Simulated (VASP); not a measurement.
Input of a VASP 6.6.1 run:

File INCAR:

```
SYSTEM = Re
  PREC = Accurate
  ENCUT = 520
  EDIFF = 1E-7
  ISMEAR = -1
  SIGMA = 0.1
  LREAL = .FALSE.
  LASPH = .TRUE.
  NELM = 80
  ALGO = Normal
  ISIF = 2
  LWAVE = .FALSE.
  LCHARG = .FALSE.
  GGA = PS
  NBANDS = 10
```

KPOINTS

```
Automatic mesh
0
G
  16 16 16
  0 0 0
```

File POSCAR:

```
Re
1.0
    2.5547622807      0.0000000000      0.0000000000
    0.0000000000      2.5547622807      0.0000000000
    0.0000000000      0.0000000000      2.5547622807
Re
1
Direct
    0.0000000000      0.0000000000      0.0000000000
```

Potentials or basis: VASP PAW PBE potentials, release 64 (Re).

Launch:

```bash
$ cat potpaw_PBE.64/Re/POTCAR > POTCAR
$ mpirun -np 1 vasp_std > vasp.out
```

Question: Predict the pressure.

Answer: -0.8 GPa.

Question: Predict the band gap on the k mesh.

Answer: Zero (an odd number of electrons rules out a gap without spin polarisation).

Caveat: the PAW data sets were made with another functional, which shifts forces and pressure a little; spin-orbit coupling is left out, which moves the levels of the heavy elements.
